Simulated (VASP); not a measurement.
Write the native input for VASP 6.6.1 that does the following.

```yaml
Task: single point
Functional: r2SCAN
Potentials_or_basis: VASP PAW PBE potentials, release 64 (Al, N)
Cutoff: 520 eV
k_mesh: 10 × 10 × 10
Occupations: gaussian, width 0.05 eV
Spin: no spin polarisation
Dipole_correction: no
Further_INCAR_settings: ALGO = Normal; EDIFF = 1e-06; NBANDS = 11
```

The system is AlN.

```
CELL_PARAMETERS angstrom
0.00000 2.18490 2.18490
2.18490 0.00000 2.18490
2.18490 2.18490 0.00000
ATOMIC_POSITIONS crystal
Al 0.00000 0.00000 0.00000
N 0.64988 0.85012 0.85012
```

This cell differs from its parent crystal: all N atoms moved +0.438 Å, as atom 2 along Cartesian [1 0 0].

One way to write it, as run:

POSCAR

```
AlN
1.0
    0.0000000000      2.1849006282      2.1849006282
    2.1849006282      0.0000000000      2.1849006282
    2.1849006282      2.1849006282      0.0000000000
Al N
1 1
Direct
    0.0000000000      0.0000000000      0.0000000000
    0.6498810302      0.8501189698      0.8501189698
```

INCAR.step1

```
ALGO = Normal
EDIFF = 1E-4
ENCUT = 520
GGA = PE
ISMEAR = 0
LASPH = T
LCHARG = F
LREAL = F
LWAVE = T
NBANDS = 11
NELM = 80
PREC = Accurate
SIGMA = 0.05
```

INCAR.step2

```
ALGO = Normal
EDIFF = 1E-6
ENCUT = 520
ISIF = 2
ISMEAR = 0
ISTART = 1
LASPH = T
LCHARG = F
LMIXTAU = T
LREAL = F
LWAVE = F
METAGGA = R2SCAN
NBANDS = 11
NELM = 80
PREC = Accurate
SIGMA = 0.05
```

KPOINTS

```
k-points
0
Gamma
  10 10 10
```

Potentials or basis: VASP PAW PBE potentials, release 64 (Al, N).

Run with:

```bash
$ cat potpaw_PBE.64/Al/POTCAR potpaw_PBE.64/N/POTCAR > POTCAR
$ cp INCAR.step1 INCAR
$ mpirun -np 1 vasp_std > vasp.out
$ cp INCAR.step2 INCAR
$ mpirun -np 1 vasp_std > vasp.out
```

It gave:

```yaml
Pressure: 22.0 GPa
Largest_force: 5.375 eV/Å
Band_gap_on_the_k_mesh: 2.93 eV (least direct gap 3.57 eV)
```

Caveat: the cell differs from its parent crystal (all N atoms moved +0.438 Å, as atom 2 along Cartesian [1 0 0]); the cell stands under pressure; the PAW data sets were made with another functional, which shifts forces and pressure a little.

Wall time 70 s on 1 thread of Intel(R) Xeon(R) Platinum 8488C (Sapphire Rapids), with other jobs on the host, peak memory 0.16 GiB.
